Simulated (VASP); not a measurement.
# AlNi (Cmmm) in VASP: further runs

Aim: see how the results for AlNi move with the level of theory and the settings. Levels: PBEsol, BLYP, LDA. Tasks: single point.

All numbers are computed with VASP 6.6.1; they aren't measurements. Logs are shortened: lines on timing, memory, paths and dates and some standing lists are left out, and cuts for length are marked.

**1. The cell of the first run**

The structure is orthorhombic, space group Cmmm (No. 65). Conventional cell: a = 3.877 Å, b = 3.906 Å, c = 3.099 Å, α = 90.00°, β = 90.00°, γ = 90.00°. Al (site symmetry mmm) has 8 Ni at 2.48 to 2.49 Å and 6 Al at 2.75 to 3.10 Å within 3.3 Å. Within 3.3 Å of Ni (site symmetry mmm) lie 8 Al at 2.48 to 2.49 Å and 6 Ni at 2.75 to 3.10 Å.

**2. Single point, PBEsol, collinear spin, ferromagnetic start**

Contents of INCAR:

```
SYSTEM = AlNi
PREC = Accurate
ENCUT = 520
EDIFF = 1E-6
ISMEAR = -1
SIGMA = 0.1
LREAL = .False.
LASPH = .True.
NELM = 150
ALGO = Normal
ISIF = 2
LWAVE = .False.
LCHARG = .False.
ISPIN = 2
MAGMOM = 0 1.5
LORBIT = 11
LMAXMIX = 4
GGA = PS
NBANDS = 18
```

Contents of KPOINTS:

```
Automatic mesh
0
Gamma
  11 11 10
  0 0 0
```

Contents of POSCAR:

```
AlNi
1.0
    1.9386940000     -1.9531900000      0.0000000000
    1.9386940000      1.9531900000      0.0000000000
    0.0000000000      0.0000000000      3.0994300000
Al Ni
1 1
Direct
    0.0000000000      0.0000000000      0.0000000000
    0.5000000000      0.5000000000      0.5000000000
```

Potentials or basis: VASP PAW PBE potentials, release 64 (Al, Ni).

Started as:

```bash
$ cat potpaw_PBE.64/Al/POTCAR potpaw_PBE.64/Ni/POTCAR > POTCAR
$ mpirun -np 1 vasp_std > vasp.out
```

OUTCAR:

```text
SYSTEM = AlNi
   PREC = Accurate
   ENCUT = 520
   EDIFF = 1E-6
   ISMEAR = -1
   LREAL = .False.
   LASPH = .True.
   NELM = 150
   ISIF = 2
   ISPIN = 2
   LORBIT = 11
   GGA = PS

 ion  position               nearest neighbor table
   1  0.000  0.000  0.000-   2 2.48   2 2.48   2 2.48   2 2.48   2 2.49   2 2.49   2 2.49   2 2.49

   2  0.500  0.500  0.500-   1 2.48   1 2.48   1 2.48   1 2.48   1 2.49   1 2.49   1 2.49   1 2.49

  LATTYP: Found a base centered orthorhombic cell.
 ALAT       =     3.8773880000
 B/A-ratio  =     1.0074771986
 C/A-ratio  =     0.7993602910

  Lattice vectors:

 A1 = (   1.9386940000,  -1.9531900000,   0.0000000000)
 A2 = (   1.9386940000,   1.9531900000,   0.0000000000)
 A3 = (   0.0000000000,   0.0000000000,   3.0994300000)

Analysis of symmetry for initial positions (statically):
=====================================================================
 Subroutine PRICEL returns:
 Original cell was already a primitive cell.

 Routine SETGRP: Setting up the symmetry group for a
 base centered orthorhombic supercell.

 Subroutine GETGRP returns: Found  8 space group operations
 (whereof  8 operations were pure point group operations)
 out of a pool of  8 trial point group operations.

The static configuration has the point symmetry D_2h.

Analysis of symmetry for dynamics (positions and initial velocities):
=====================================================================
 Subroutine PRICEL returns:
 Original cell was already a primitive cell.

 Routine SETGRP: Setting up the symmetry group for a
 base centered orthorhombic supercell.

 Subroutine GETGRP returns: Found  8 space group operations
 (whereof  8 operations were pure point group operations)
 out of a pool of  8 trial point group operations.

The dynamic configuration has the point symmetry D_2h.

Analysis of structural, dynamic, and magnetic symmetry:
=====================================================================
 Subroutine PRICEL returns:
 Original cell was already a primitive cell.

 Routine SETGRP: Setting up the symmetry group for a
 base centered orthorhombic supercell.

 Subroutine GETGRP returns: Found  8 space group operations
 (whereof  8 operations were pure point group operations)
 out of a pool of  8 trial point group operations.

The overall configuration has the point symmetry D_2h.

 Subroutine INISYM returns: Found  8 space group operations
 (whereof  8 operations are pure point group operations),
 and found     1 'primitive' translations

----------------------------------------------------------------------------------------

                                     Primitive cell

  volume of cell :      23.4728

  direct lattice vectors                    reciprocal lattice vectors
     1.938694000 -1.953190000  0.000000000     0.257905580 -0.255991481  0.000000000
     1.938694000  1.953190000  0.000000000     0.257905580  0.255991481  0.000000000
     0.000000000  0.000000000  3.099430000     0.000000000  0.000000000  0.322639969

  length of vectors
     2.751996657  2.751996657  3.099430000     0.363382617  0.363382617  0.322639969

  position of ions in fractional coordinates (direct lattice)
     0.000000000  0.000000000  0.000000000
     0.500000000  0.500000000  0.500000000

  ion indices of the primitive-cell ions
   primitive index   ion index
                 1           1
                 2           2

----------------------------------------------------------------------------------------

 KPOINTS: Automatic mesh

Automatic generation of k-mesh.
 Grid dimensions read from file:
 generate k-points for:   11   11   10

 Generating k-lattice:

  Cartesian coordinates                     Fractional coordinates (reciprocal lattice)
     0.023445962 -0.023271953  0.000000000     0.090909091  0.000000000  0.000000000
     0.023445962  0.023271953  0.000000000     0.000000000  0.090909091  0.000000000
     0.000000000  0.000000000  0.032263997     0.000000000  0.000000000  0.100000000

  Length of vectors
     0.033034783  0.033034783  0.032263997

  Shift w.r.t. Gamma in fractional coordinates (k-lattice)
     0.000000000  0.000000000  0.000000000

 Subroutine IBZKPT returns following result:
 ===========================================

 Found    216 irreducible k-points:

 Following reciprocal coordinates:
            Coordinates               Weight
  0.000000  0.000000  0.000000      1.000000
  0.090909 -0.000000  0.000000      4.000000
  0.181818  0.000000  0.000000      4.000000
  0.272727 -0.000000  0.000000      4.000000
  0.363636 -0.000000  0.000000      4.000000
  0.454545 -0.000000  0.000000      4.000000
[... 16 lines left out ...]
 -0.272727  0.181818  0.000000      4.000000
 -0.181818  0.181818  0.000000      2.000000
 [... further k-points ...]
   k-points           NKPTS =    216   k-points in BZ     NKDIM =    216   number of bands    NBANDS=     18
   number of dos      NEDOS =    301   number of ions     NIONS =      2
   total plane-waves  NPLWV =   9600
   dimension x,y,z NGX =    20 NGY =   20 NGZ =   24
   dimension x,y,z NGXF=    40 NGYF=   40 NGZF=   48
   ions per type =               1   1
   NGX,Y,Z   is equivalent  to a cutoff of  12.08, 12.08, 12.87 a.u.
   NGXF,Y,Z  is equivalent  to a cutoff of  24.16, 24.16, 25.75 a.u.
 SYSTEM =  AlNi
   PREC   = accura    normal or accurate (medium, high low for compatibility)
   ISTART =      0    job   : 0-new  1-cont  2-samecut
   ICHARG =      2    charge: 1-file 2-atom 10-const
   ISPIN  =      2    spin polarized calculation?
   LNONCOLLINEAR =      F non collinear calculations
   LSORBIT =      F    spin-orbit coupling
   LASPH  =      T    aspherical Exc in radial PAW
   ENCUT  =  520.0 eV  38.22 Ry    6.18 a.u.   5.12  5.12  5.76*2*pi/ulx,y,z
   NELM   =    150;   NELMIN=  2; NELMDL= -5     # of ELM steps
   EDIFF  = 0.1E-05   stopping-criterion for ELM
   LREAL  =      F    real-space projection
   EDIFFG = 0.1E-04   stopping-criterion for IOM
   NSW    =      0    number of steps for IOM
   IBRION =     -1    ionic relax: 0-MD 1-quasi-New 2-CG
   NFREE  =      0    steps in history (QN), initial steepest desc. (CG)
   ISIF   =      2    stress and relaxation
   ISYM   =      2    0-nonsym 1-usesym 2-fastsym
   POTIM  = 0.5000    time-step for ionic-motion
   TEBEG  =    0.0;   TEEND  =   0.0 temperature during run
   PSTRESS=    0.0 pullay stress
   NELECT =      13.0000    total number of electrons
   NUPDOWN=      -1.0000    fix difference up-down
   EMIN   =  10.00;   EMAX   =-10.00  energy-range for DOS
   EFERMI =   0.00;   METHOD = LEGACY
   ISMEAR =    -1;   SIGMA  =   0.10  broadening in eV -4-tet -1-fermi 0-gaus
   EFERMI_NEDOS =   21; number of points for ismear=-14 and -15
   IALGO  =     38    algorithm
   IMIX   =      4    mixing-type and parameters
     AMIX     =   0.40;   BMIX     =  1.00
     AMIX_MAG =   1.60;   BMIX_MAG =  1.00
  volume/ion in A,a.u.               =      11.74        79.20
  Fermi-wavevector in a.u.,A,eV,Ry     =   1.344417  2.540580 24.591957  1.807458
  Thomas-Fermi vector in A             =   2.472413
   LORBIT       =     11    0 simple, 1 ext, 2 COOP (PROOUT), +10 PAW based schemes
   GGA     = PS    functional components
   LHFCALC =     F    Hartree Fock is set to
   AEXX    =    0.0000 exact exchange contribution
   IVDW    =     0    specifies the selected vdW correction
   LEPSILON=     F    determine dielectric tensor
   LRPA    =     F    only Hartree local field effects (RPA)
 spin polarized calculation
  energy-cutoff  :      520.00
  volume of cell :       23.47
 maximum number of plane-waves:       643
   NGX = 11   NGY = 11   NGZ = 11

 number of electron      13.0000022 magnetization      -0.0001198

 number of electron      13.0000022 magnetization       0.0000775

 Free energy of the ion-electron system (eV)
  ---------------------------------------------------
  ext. energy  EPLUGINS =         0.00000000
  ---------------------------------------------------
  free energy    TOTEN  =       -11.55682344 eV

  energy without entropy =      -11.52784827  energy(sigma->0) =      -11.54233586

 E-fermi :  10.1620     XC(G=0): -12.2572

 val. band max:       10.1508411042   @ k =   0.3636  -0.0000   0.0000
 cond. band min:      10.1679500723   @ k =  -0.4545   0.2727   0.3000
 fundamental gap:      0.0171089681
 Fermi energy:        10.1619818272

 spin component 1

 k-point     1 :       0.0000    0.0000    0.0000
  band No.  band energies     occupation
      1      -1.1361      1.00000
      2       6.7079      1.00000
      3       6.8443      1.00000
      4       8.4714      1.00000
      5       8.4907      1.00000
      6       8.7801      1.00000
[... 10 lines left out ...]
     17      33.5627      0.00000
     18      33.5693      0.00000

 k-point     2 :       0.0909   -0.0000    0.0000
  band No.  band energies     occupation
      1      -0.9696      1.00000
      2       6.7517      1.00000
      3       6.8596      1.00000
      4       8.3616      1.00000
      5       8.4915      1.00000
      6       8.7151      1.00000
[... 10 lines left out ...]
     17      33.1017      0.00000
     18      33.9017      0.00000

 k-point     3 :       0.1818    0.0000    0.0000
  band No.  band energies     occupation
      1      -0.4745      1.00000
      2       6.7995      1.00000
      3       6.9146      1.00000
      4       8.0819      1.00000
      5       8.5170      1.00000
      6       8.5484      1.00000
[... 412 lines left out ...]
 k-point    23 :      -0.2727    0.1818    0.0000
  band No.  band energies     occupation
      1       0.9514      1.00000
      2       6.7505      1.00000
      3       7.1625      1.00000
      4       7.8322      1.00000
      5       8.0985      1.00000
      6       8.2345      1.00000
[... 10 lines left out ...]
     17      33.3462      0.00000
     18      35.7664      0.00000

 k-point    24 :      -0.1818    0.1818    0.0000
  band No.  band energies     occupation
      1       0.1642      1.00000
      2       6.9440      1.00000
      3       7.0052      1.00000
      4       8.0587      1.00000
      5       8.2429      1.00000
      6       8.2660      1.00000
[... 10 lines left out ...]
     17      32.4760      0.00000
     18      37.1160      0.00000

 [... further k-points ...]

 spin component 2

 k-point     1 :       0.0000    0.0000    0.0000
  band No.  band energies     occupation
      1      -1.1361      1.00000
      2       6.7081      1.00000
      3       6.8445      1.00000
      4       8.4716      1.00000
      5       8.4910      1.00000
      6       8.7803      1.00000
[... 10 lines left out ...]
     17      33.5623      0.00000
     18      33.5686      0.00000

 k-point     2 :       0.0909   -0.0000    0.0000
  band No.  band energies     occupation
      1      -0.9696      1.00000
      2       6.7519      1.00000
      3       6.8598      1.00000
      4       8.3619      1.00000
      5       8.4917      1.00000
      6       8.7153      1.00000
[... 10 lines left out ...]
     17      33.1017      0.00000
     18      33.9018      0.00000

 k-point     3 :       0.1818    0.0000    0.0000
  band No.  band energies     occupation
      1      -0.4745      1.00000
      2       6.7997      1.00000
      3       6.9148      1.00000
      4       8.0821      1.00000
      5       8.5172      1.00000
      6       8.5487      1.00000
[... 412 lines left out ...]
 k-point    23 :      -0.2727    0.1818    0.0000
  band No.  band energies     occupation
      1       0.9514      1.00000
      2       6.7506      1.00000
      3       7.1626      1.00000
      4       7.8324      1.00000
      5       8.0987      1.00000
      6       8.2347      1.00000
[... 10 lines left out ...]
     17      33.3462      0.00000
     18      35.7667      0.00000

 k-point    24 :      -0.1818    0.1818    0.0000
  band No.  band energies     occupation
      1       0.1643      1.00000
      2       6.9442      1.00000
      3       7.0054      1.00000
      4       8.0589      1.00000
      5       8.2431      1.00000
      6       8.2662      1.00000
[... 10 lines left out ...]
     17      32.4760      0.00000
     18      37.1178      0.00000

 [... further k-points ...]
[... 5 lines left out ...]
  --------------------------------------------------------------------------------------
  -------------------------------------------------------------------------------------
  Total        0.5083807      0.2639375     -0.5309217     -0.0000000      0.0000000      0.0000000
  in kB       34.7003684     18.0154903    -36.2389358     -0.0000000      0.0000000      0.0000000
  external PRESSURE =       5.4923076 kB  Pullay stress =       0.0000000 kB

 VOLUME and BASIS-vectors are now :
 -----------------------------------------------------------------------------
  energy-cutoff  :      520.00
  volume of cell :       23.47
      direct lattice vectors                 reciprocal lattice vectors
     1.938694000 -1.953190000  0.000000000     0.257905580 -0.255991481  0.000000000
     1.938694000  1.953190000  0.000000000     0.257905580  0.255991481  0.000000000
     0.000000000  0.000000000  3.099430000     0.000000000  0.000000000  0.322639969

 POSITION                                       TOTAL-FORCE (eV/Angst)
 -----------------------------------------------------------------------------------
      0.00000      0.00000      0.00000         0.000000      0.000000      0.000000
      1.93869      0.00000      1.54971        -0.000000     -0.000000      0.000000
 -----------------------------------------------------------------------------------
    total drift:                                0.000000      0.000000      0.000000

  FREE ENERGIE OF THE ION-ELECTRON SYSTEM (eV)
  ---------------------------------------------------
  free  energy   TOTEN  =       -11.5568234376 eV

  energy  without entropy=      -11.5278482727  energy(sigma->0) =      -11.54233586

 total charge

# of ion       s       p       d       tot
------------------------------------------
    1        0.387   0.423   0.000   0.810
    2        0.490   0.539   8.477   9.505
--------------------------------------------------
tot          0.876   0.963   8.477  10.315

 magnetization (x)

# of ion       s       p       d       tot
------------------------------------------
    1        0.000   0.000   0.000   0.000
    2        0.000   0.000   0.000   0.000
--------------------------------------------------
tot          0.000   0.000   0.000   0.000
```

It took 59 s on 1 thread of Intel Xeon 6975P-C (Granite Rapids), shared host; peak memory 0.23 GiB.

Results:

| Property | Result |
| --- | --- |
| Free energy | -11.5568 eV |
| Pressure | 0.5 GPa |
| Net moment | 0.00 μB per cell |
| Valence electrons inside the program's atomic spheres | Al 0.81; Ni 9.51 |

Stress tensor (GPa, compression positive):
```
 3.47  0.00  0.00
 0.00  1.80  0.00
 0.00  0.00 -3.62
```

Levels at points of the mesh, in eV from the Fermi level:
Spin up:
```
           k point  band 3  band 4  band 5  band 6  band 7  band 8  band 9  band 10  band 11  band 12
(0.00, 0.00, 0.00)   -3.32   -1.69   -1.67   -1.38    2.92    7.02    7.07     7.16     8.65    14.60
(0.00, 0.00, 0.50)   -3.01   -2.13   -2.10   -1.34   -1.27    8.40   11.16    11.20    11.51    11.51
```
Spin down:
```
           k point  band 3  band 4  band 5  band 6  band 7  band 8  band 9  band 10  band 11  band 12
(0.00, 0.00, 0.00)   -3.32   -1.69   -1.67   -1.38    2.92    7.02    7.07     7.16     8.65    14.60
(0.00, 0.00, 0.50)   -3.01   -2.13   -2.10   -1.34   -1.27    8.40   11.16    11.20    11.51    11.51
```

Caveat: the starting moments collapsed, and a magnetic state may lie lower; the PAW data sets were made with another functional, which shifts forces and pressure a little.

(Continued in part 2 of 2.)
